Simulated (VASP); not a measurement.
# P (P4/mmm) in VASP: a series of runs, part 2 of 2

VASP 6.6.1.

### 3 Single point, PBE

The input, INCAR:

```
PREC     = Accurate       # precision mode
ENCUT    = 520            # plane-wave cutoff, eV
EDIFF    = 1E-6           # SCF threshold, eV
ISMEAR   = -1             # smearing method
SIGMA    = 0.08           # smearing width, eV
LREAL    = F              # projectors in reciprocal space
LASPH    = T              # aspherical terms in the spheres
NELM     = 80             # most SCF steps
ALGO     = Normal         # electronic algorithm
ISIF     = 2              # what is computed and relaxed
LWAVE    = F              # write WAVECAR
LCHARG   = F              # write CHGCAR
GGA      = PE             # functional
NBANDS   = 8              # bands
```

The input, KPOINTS:

```
Automatic mesh
0
Gamma
  5 5 4
```

The input, POSCAR:

```
P
1.0
    4.2729048574      0.0000000000      0.0000000000
    0.0000000000      4.2729048574      0.0000000000
    0.0000000000      0.0000000000      4.3780000000
P
1
Direct
    0.0000000000      0.0000000000      0.0000000000
```

Potentials or basis: VASP PAW PBE potentials, release 64 (P).

Started as:

```sh
$ cat potpaw_PBE.64/P/POTCAR > POTCAR
$ mpirun -np 1 vasp_std > vasp.out
```

OUTCAR:

```text
PREC = Accurate
   ENCUT = 520
   EDIFF = 1E-6
   ISMEAR = -1
   LREAL = F
   LASPH = T
   NELM = 80
   ISIF = 2
   GGA = PE

 ion  position               nearest neighbor table
   1  0.000  0.000  0.000-

  LATTYP: Found a simple tetragonal cell.
 ALAT       =     4.2729048574
 C/A-ratio  =     1.0245957132

  Lattice vectors:

 A1 = (   4.2729048574,   0.0000000000,   0.0000000000)
 A2 = (   0.0000000000,   4.2729048574,   0.0000000000)
 A3 = (   0.0000000000,   0.0000000000,   4.3780000000)

Analysis of symmetry for initial positions (statically):
=====================================================================
 Subroutine PRICEL returns:
 Original cell was already a primitive cell.

 Routine SETGRP: Setting up the symmetry group for a
 simple tetragonal supercell.

 Subroutine GETGRP returns: Found 16 space group operations
 (whereof 16 operations were pure point group operations)
 out of a pool of 16 trial point group operations.

The static configuration has the point symmetry D_4h.

Analysis of symmetry for dynamics (positions and initial velocities):
=====================================================================
 Subroutine PRICEL returns:
 Original cell was already a primitive cell.

 Routine SETGRP: Setting up the symmetry group for a
 simple tetragonal supercell.

 Subroutine GETGRP returns: Found 16 space group operations
 (whereof 16 operations were pure point group operations)
 out of a pool of 16 trial point group operations.

The dynamic configuration has the point symmetry D_4h.

 Subroutine INISYM returns: Found 16 space group operations
 (whereof 16 operations are pure point group operations),
 and found     1 'primitive' translations

----------------------------------------------------------------------------------------

                                     Primitive cell

  volume of cell :      79.9323

  direct lattice vectors                    reciprocal lattice vectors
     4.272904857  0.000000000  0.000000000     0.234032826  0.000000000  0.000000000
     0.000000000  4.272904857  0.000000000     0.000000000  0.234032826  0.000000000
     0.000000000  0.000000000  4.378000000     0.000000000  0.000000000  0.228414801

  length of vectors
     4.272904857  4.272904857  4.378000000     0.234032826  0.234032826  0.228414801

  position of ions in fractional coordinates (direct lattice)
     0.000000000  0.000000000  0.000000000

  ion indices of the primitive-cell ions
   primitive index   ion index
                 1           1

----------------------------------------------------------------------------------------

 KPOINTS: Automatic mesh

Automatic generation of k-mesh.
 Grid dimensions read from file:
 generate k-points for:    5    5    4

 Generating k-lattice:

  Cartesian coordinates                     Fractional coordinates (reciprocal lattice)
     0.046806565  0.000000000  0.000000000     0.200000000  0.000000000  0.000000000
     0.000000000  0.046806565  0.000000000     0.000000000  0.200000000  0.000000000
     0.000000000  0.000000000  0.057103700     0.000000000  0.000000000  0.250000000

  Length of vectors
     0.046806565  0.046806565  0.057103700

  Shift w.r.t. Gamma in fractional coordinates (k-lattice)
     0.000000000  0.000000000  0.000000000

 Subroutine IBZKPT returns following result:
 ===========================================

 Found     18 irreducible k-points:

 Following reciprocal coordinates:
            Coordinates               Weight
  0.000000  0.000000  0.000000      1.000000
  0.200000  0.000000  0.000000      4.000000
  0.400000  0.000000  0.000000      4.000000
  0.200000  0.200000  0.000000      4.000000
  0.400000  0.200000  0.000000      8.000000
  0.400000  0.400000  0.000000      4.000000
[... 10 lines left out ...]
  0.400000  0.200000  0.500000      8.000000
  0.400000  0.400000  0.500000      4.000000
   k-points           NKPTS =     18   k-points in BZ     NKDIM =     18   number of bands    NBANDS=      8
   number of dos      NEDOS =    301   number of ions     NIONS =      1
   total plane-waves  NPLWV =  36864
   dimension x,y,z NGX =    32 NGY =   32 NGZ =   36
   dimension x,y,z NGXF=    64 NGYF=   64 NGZF=   72
   ions per type =               1
   NGX,Y,Z   is equivalent  to a cutoff of  12.45, 12.45, 13.67 a.u.
   NGXF,Y,Z  is equivalent  to a cutoff of  24.90, 24.90, 27.34 a.u.
 SYSTEM =  unknown system
   PREC   = accura    normal or accurate (medium, high low for compatibility)
   ISTART =      0    job   : 0-new  1-cont  2-samecut
   ICHARG =      2    charge: 1-file 2-atom 10-const
   ISPIN  =      1    spin polarized calculation?
   LNONCOLLINEAR =      F non collinear calculations
   LSORBIT =      F    spin-orbit coupling
   LASPH  =      T    aspherical Exc in radial PAW
   ENCUT  =  520.0 eV  38.22 Ry    6.18 a.u.   7.94  7.94  8.14*2*pi/ulx,y,z
   NELM   =     80;   NELMIN=  2; NELMDL= -5     # of ELM steps
   EDIFF  = 0.1E-05   stopping-criterion for ELM
   LREAL  =      F    real-space projection
   EDIFFG = 0.1E-04   stopping-criterion for IOM
   NSW    =      0    number of steps for IOM
   IBRION =     -1    ionic relax: 0-MD 1-quasi-New 2-CG
   NFREE  =      0    steps in history (QN), initial steepest desc. (CG)
   ISIF   =      2    stress and relaxation
   ISYM   =      2    0-nonsym 1-usesym 2-fastsym
   POTIM  = 0.5000    time-step for ionic-motion
   TEBEG  =    0.0;   TEEND  =   0.0 temperature during run
   PSTRESS=    0.0 pullay stress
   NELECT =       5.0000    total number of electrons
   NUPDOWN=      -1.0000    fix difference up-down
   EMIN   =  10.00;   EMAX   =-10.00  energy-range for DOS
   EFERMI =   0.00;   METHOD = LEGACY
   ISMEAR =    -1;   SIGMA  =   0.08  broadening in eV -4-tet -1-fermi 0-gaus
   EFERMI_NEDOS =   21; number of points for ismear=-14 and -15
   IALGO  =     38    algorithm
   IMIX   =      4    mixing-type and parameters
     AMIX     =   0.40;   BMIX     =  1.00
     AMIX_MAG =   1.60;   BMIX_MAG =  1.00
  volume/ion in A,a.u.               =      79.93       539.41
  Fermi-wavevector in a.u.,A,eV,Ry     =   0.649866  1.228069  5.746099  0.422326
  Thomas-Fermi vector in A             =   1.718961
   LORBIT       =      0    0 simple, 1 ext, 2 COOP (PROOUT), +10 PAW based schemes
   GGA     = PE    functional components
   LHFCALC =     F    Hartree Fock is set to
   AEXX    =    0.0000 exact exchange contribution
   IVDW    =     0    specifies the selected vdW correction
   LEPSILON=     F    determine dielectric tensor
   LRPA    =     F    only Hartree local field effects (RPA)
 non-spin polarized calculation
  energy-cutoff  :      520.00
  volume of cell :       79.93
 maximum number of plane-waves:      2182
 NGX is ok and might be reduce to    32
   NGX = 15   NGY = 15   NGZ = 17

 number of electron       4.9999999 magnetization

 Free energy of the ion-electron system (eV)
  ---------------------------------------------------
  ext. energy  EPLUGINS =         0.00000000
  ---------------------------------------------------
  free energy    TOTEN  =        -1.13862587 eV

  energy without entropy =       -1.03883603  energy(sigma->0) =       -1.08873095

 E-fermi :  -2.9922     XC(G=0):  -4.9406

 val. band max:       -3.0271811239   @ k =   0.4000   0.0000   0.2500
 cond. band min:      -2.9657520289   @ k =   0.4000   0.2000   0.2500
 fundamental gap:      0.0614290950
 Fermi energy:        -2.9921940804

 k-point     1 :       0.0000    0.0000    0.0000
  band No.  band energies     occupation
      1     -11.7891      2.00000
      2      -2.5721      0.01043
      3      -2.5003      0.00426
      4      -2.5003      0.00426
      5       1.6798      0.00000
      6       4.4954      0.00000
      7       4.5417      0.00000
      8       8.9976      0.00000
[... 177 lines left out ...]
 k-point    18 :       0.4000    0.4000    0.5000
  band No.  band energies     occupation
      1     -11.3746      2.00000
      2      -3.3115      1.96371
      3      -3.2909      1.95329
      4      -3.2882      1.95174
      5       3.8110      0.00000
      6       4.1507      0.00000
      7       4.1862      0.00000
      8       6.9240      0.00000

------------------------ aborting loop because EDIFF is reached ----------------------------------------

  FORCE on cell =-STRESS in cart. coord.  units (eV):
  Direction    XX          YY          ZZ          XY          YZ          ZX
  --------------------------------------------------------------------------------------
  -------------------------------------------------------------------------------------
  Total       -1.8066643     -1.8066643     -1.3775613      0.0000000      0.0000000      0.0000000
  in kB      -36.2131122    -36.2131122    -27.6120917      0.0000000      0.0000000      0.0000000
  external PRESSURE =     -33.3461053 kB  Pullay stress =       0.0000000 kB

 VOLUME and BASIS-vectors are now :
 -----------------------------------------------------------------------------
  energy-cutoff  :      520.00
  volume of cell :       79.93
      direct lattice vectors                 reciprocal lattice vectors
     4.272904857  0.000000000  0.000000000     0.234032826  0.000000000  0.000000000
     0.000000000  4.272904857  0.000000000     0.000000000  0.234032826  0.000000000
     0.000000000  0.000000000  4.378000000     0.000000000  0.000000000  0.228414801

 POSITION                                       TOTAL-FORCE (eV/Angst)
 -----------------------------------------------------------------------------------
      0.00000      0.00000      0.00000         0.000000      0.000000      0.000000
 -----------------------------------------------------------------------------------
    total drift:                                0.000000      0.000000      0.000000

  FREE ENERGIE OF THE ION-ELECTRON SYSTEM (eV)
  ---------------------------------------------------
  free  energy   TOTEN  =        -1.1386258728 eV

  energy  without entropy=       -1.0388360341  energy(sigma->0) =       -1.08873095
```

Run time: 6.1 s. Hardware: 1 thread of Intel Xeon Platinum 8488C (Sapphire Rapids), shared host; peak memory 0.17 GiB.

Results:

```
Free energy : -1.1386 eV
Pressure    : -3.3 GPa
```

Levels at points of the mesh, in eV from the Fermi level:
| k point | band 1 | band 2 | band 3 | band 4 | band 5 | band 6 | band 7 |
| --- | --- | --- | --- | --- | --- | --- | --- |
| (0.00, 0.00, 0.00) | -8.80 | 0.42 | 0.49 | 0.49 | 4.67 | 7.49 | 7.53 |
| (0.00, 0.00, 0.50) | -8.66 | -0.79 | 0.61 | 0.61 | 6.51 | 7.51 | 8.15 |

### 4 Single point, PBE+D3(BJ)

The input, INCAR:

```
  PREC = Accurate
  ENCUT = 520
  EDIFF = 1E-6
  ISMEAR = -1
  SIGMA = 0.08
  LREAL = F
  LASPH = T
  NELM = 80
  ALGO = Normal
  ISIF = 2
  LWAVE = F
  LCHARG = F
  GGA = PE
  IVDW = 12
  NBANDS = 8
```

KPOINTS is that of step 3.

POSCAR is that of step 3.

Potentials or basis: VASP PAW PBE potentials, release 64 (P).

Started as:

```sh
$ cat potpaw_PBE.64/P/POTCAR > POTCAR
$ mpirun -np 1 vasp_std > vasp.out
```

OUTCAR:

```text
PREC = Accurate
   ENCUT = 520
   EDIFF = 1E-6
   ISMEAR = -1
   LREAL = F
   LASPH = T
   NELM = 80
   ISIF = 2
   GGA = PE
   IVDW = 12
 IVDW          = 12

 ion  position               nearest neighbor table
   1  0.000  0.000  0.000-

  LATTYP: Found a simple tetragonal cell.
 ALAT       =     4.2729048574
 C/A-ratio  =     1.0245957132

  Lattice vectors:

 A1 = (   4.2729048574,   0.0000000000,   0.0000000000)
 A2 = (   0.0000000000,   4.2729048574,   0.0000000000)
 A3 = (   0.0000000000,   0.0000000000,   4.3780000000)

Analysis of symmetry for initial positions (statically):
=====================================================================
 Subroutine PRICEL returns:
 Original cell was already a primitive cell.

 Routine SETGRP: Setting up the symmetry group for a
 simple tetragonal supercell.

 Subroutine GETGRP returns: Found 16 space group operations
 (whereof 16 operations were pure point group operations)
 out of a pool of 16 trial point group operations.

The static configuration has the point symmetry D_4h.

[... 150 lines left out ...]

 E-fermi :  -2.9922     XC(G=0):  -4.9406

 val. band max:       -3.0271811239   @ k =   0.4000   0.0000   0.2500
 cond. band min:      -2.9657520289   @ k =   0.4000   0.2000   0.2500
 fundamental gap:      0.0614290950
 Fermi energy:        -2.9921940804

 k-point     1 :       0.0000    0.0000    0.0000
  band No.  band energies     occupation
      1     -11.7891      2.00000
      2      -2.5721      0.01043
      3      -2.5003      0.00426
      4      -2.5003      0.00426
      5       1.6798      0.00000
      6       4.4954      0.00000
      7       4.5417      0.00000
      8       8.9976      0.00000
[... 177 lines left out ...]
 k-point    18 :       0.4000    0.4000    0.5000
  band No.  band energies     occupation
      1     -11.3746      2.00000
      2      -3.3115      1.96371
      3      -3.2909      1.95329
      4      -3.2882      1.95174
      5       3.8110      0.00000
      6       4.1507      0.00000
      7       4.1862      0.00000
      8       6.9240      0.00000

------------------------ aborting loop because EDIFF is reached ----------------------------------------

 Edisp (eV)   -0.07987

 E8    (eV) :    -0.0276

  FORCE on cell =-STRESS in cart. coord.  units (eV):
  Direction    XX          YY          ZZ          XY          YZ          ZX
  --------------------------------------------------------------------------------------
  -------------------------------------------------------------------------------------
  Total      -1.93510    -1.93510    -1.50268     0.00000     0.00000     0.00000
  in kB     -38.78751   -38.78751   -30.12006     0.00000     0.00000     0.00000
  external pressure =      -35.90 kB  Pullay stress =        0.00 kB

 VOLUME and BASIS-vectors are now :
 -----------------------------------------------------------------------------
  energy-cutoff  :      520.00
  volume of cell :       79.93
      direct lattice vectors                 reciprocal lattice vectors
     4.272904857  0.000000000  0.000000000     0.234032826  0.000000000  0.000000000
     0.000000000  4.272904857  0.000000000     0.000000000  0.234032826  0.000000000
     0.000000000  0.000000000  4.378000000     0.000000000  0.000000000  0.228414801

 POSITION                                       TOTAL-FORCE (eV/Angst)
 -----------------------------------------------------------------------------------
      0.00000      0.00000      0.00000         0.000000      0.000000      0.000000
 -----------------------------------------------------------------------------------
    total drift:                                0.000000      0.000000      0.000000

  FREE ENERGIE OF THE ION-ELECTRON SYSTEM (eV)
  ---------------------------------------------------
  free  energy   TOTEN  =        -1.2184949322 eV

  energy  without entropy=       -1.1187050935  energy(sigma->0) =       -1.16860001
```

It took 7.1 s on 1 thread of Intel Xeon Platinum 8488C (Sapphire Rapids), shared host; peak memory 0.18 GiB.

What came out:

```
Free energy                : -1.2185 eV
Pressure                   : -3.6 GPa
Dispersion energy per atom : -0.080 eV
```

Levels at points of the mesh, in eV from the Fermi level:
```
           k point  band 1  band 2  band 3  band 4  band 5  band 6
(0.00, 0.00, 0.00)   -8.80    0.42    0.49    0.49    4.67    7.49
(0.00, 0.00, 0.50)   -8.66   -0.79    0.61    0.61    6.51    7.51
```

Caveat: pairwise dispersion overbinds metals, which lowers pressure and volume.

### 5 Single point, PBE

The input, INCAR:

```
SYSTEM = P
ALGO = Normal
EDIFF = 1E-6
ENCUT = 520
GGA = PE
ISIF = 2
ISMEAR = -1
LASPH = .True.
LCHARG = .False.
LREAL = .False.
LWAVE = .False.
NBANDS = 8
NELM = 80
PREC = Accurate
SIGMA = 0.08
```

The input, KPOINTS:

```
k-points
0
Gamma
  8 8 7
  0 0 0
```

POSCAR is that of step 4.

Started as:

```sh
$ cat potpaw_PBE.64/P/POTCAR > POTCAR
$ mpirun -np 1 vasp_std > vasp.out
```

It took 15 s on 1 thread of Intel Xeon Platinum 8488C (Sapphire Rapids), shared host; peak memory 0.19 GiB.

Results (log left out):

```
Free energy : -1.1675 eV
Pressure    : -3.5 GPa
```

Stress tensor (GPa, compression positive):
```
-3.62  0.00  0.00
 0.00 -3.62  0.00
 0.00  0.00 -3.30
```

Levels at points of the mesh, in eV from the Fermi level:
```tsv
k point	band 1	band 2	band 3	band 4	band 5	band 6	band 7
(0.00, 0.00, 0.00)	-8.75	0.44	0.55	0.55	4.73	7.52	7.60
(0.50, 0.00, 0.00)	-8.59	-0.81	0.59	0.69	6.60	7.64	8.25
(0.50, 0.50, 0.00)	-8.43	-0.52	-0.52	0.73	5.95	8.19	9.82
```

### 6 The runs side by side

| level | k mesh | gap on the mesh (eV) | pressure (GPa) |
| --- | --- | --- | --- |
| PBE | 3 × 3 × 3 | none | -3.3 |
| PBE | 5 × 5 × 4 | none | -3.3 |
| PBE+D3(BJ) | 5 × 5 × 4 | none | -3.6 |
| PBE | 8 × 8 × 7 | none | -3.5 |

Alike in all rows: task single point; potentials or basis VASP PAW PBE potentials, release 64 (P); no spin polarisation; cell as given; cutoff (eV) 520; smearing fermi-dirac 0.08 eV.

Caveats: some runs use coarse meshes; pairwise dispersion overbinds metals, which lowers pressure and volume (some runs).

Absolute energies hang on the potentials; compare differences alone.
